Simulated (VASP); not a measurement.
Set up this calculation in VASP 6.6.1, as the native input.

```yaml
Task: relaxation of shape and atoms at fixed volume
Functional: r2SCAN
Potentials_or_basis: VASP PAW PBE potentials, release 64 (Zr_sv, O)
Cutoff: 660 eV
k_mesh: 6 × 6 × 6
Occupations: gaussian, width 0.02 eV
Spin: no spin polarisation
Dipole_correction: no
Further_INCAR_settings: ALGO = Normal; EDIFF = 1e-07; IBRION = 2; EDIFFG = -0.01; NSW = 50; ISIF = 4
```

Crystal: ZrO2.

```
CELL_PARAMETERS angstrom
3.50536 0.00000 0.00000
0.00000 3.50536 0.00000
0.00000 0.00000 5.02201
ATOMIC_POSITIONS crystal
Zr 0.00000 0.00000 0.00000
Zr 0.50000 0.50000 0.50000
O 0.00000 0.50000 0.21104
O 0.00000 0.50000 0.71104
O 0.50000 0.00000 0.28896
O 0.50000 0.00000 0.78896
```

One way to write it, as run:

POSCAR

```
ZrO2
1.0
    3.5053564108      0.0000000000      0.0000000000
    0.0000000000      3.5053564108      0.0000000000
    0.0000000000      0.0000000000      5.0220098943
Zr O
2 4
Direct
    0.0000000000      0.0000000000      0.0000000000
    0.5000000000      0.5000000000      0.5000000000
    0.0000000000      0.5000000000      0.2110406418
    0.0000000000      0.5000000000      0.7110406418
    0.5000000000      0.0000000000      0.2889593582
    0.5000000000      0.0000000000      0.7889593582
```

INCAR.step1

```
PREC = Accurate
ENCUT = 660
ISMEAR = 0
SIGMA = 0.02
LREAL = F
LASPH = T
NELM = 120
GGA = PE
ALGO = Normal
EDIFF = 1E-5
LWAVE = T
LCHARG = F
GGA_COMPAT = F
IBRION = 2
ISIF = 3
EDIFFG = -0.005
NELMIN = 4
NSW = 100
```

INCAR.step2

```
PREC = Accurate
ENCUT = 660
EDIFF = 1E-7
ISMEAR = 0
SIGMA = 0.02
LREAL = F
LASPH = T
NELM = 120
ALGO = Normal
ISIF = 4
LWAVE = F
LCHARG = F
METAGGA = R2SCAN
LMIXTAU = T
IBRION = 2
NSW = 50
EDIFFG = -0.01
ISTART = 1
GGA_COMPAT = F
NELMIN = 4
```

KPOINTS

```
regular mesh
0
Gamma
  6 6 6
```

Potentials or basis: VASP PAW PBE potentials, release 64 (Zr_sv, O).

The run is started by

```console
$ cat potpaw_PBE.64/Zr_sv/POTCAR potpaw_PBE.64/O/POTCAR > POTCAR
$ cp INCAR.step1 INCAR
$ mpirun -np 1 vasp_std > vasp.out
$ cp INCAR.step2 INCAR
$ mpirun -np 1 vasp_std > vasp.out
```

It gave:

| Quantity | Value |
| --- | --- |
| Energy gained by relaxing | 2.4 meV/atom |
| Ionic steps | 7 |
| Pressure after relaxing | 22.1 GPa |
| Band gap on the k mesh | 4.53 eV (least direct gap 4.70 eV) |

Caveat: the PAW data sets were made with another functional, which shifts forces and pressure a little.

It took 19 min on 1 thread of Intel(R) Xeon(R) 6975P-C (Granite Rapids) (shared host), peak memory 0.25 GiB.
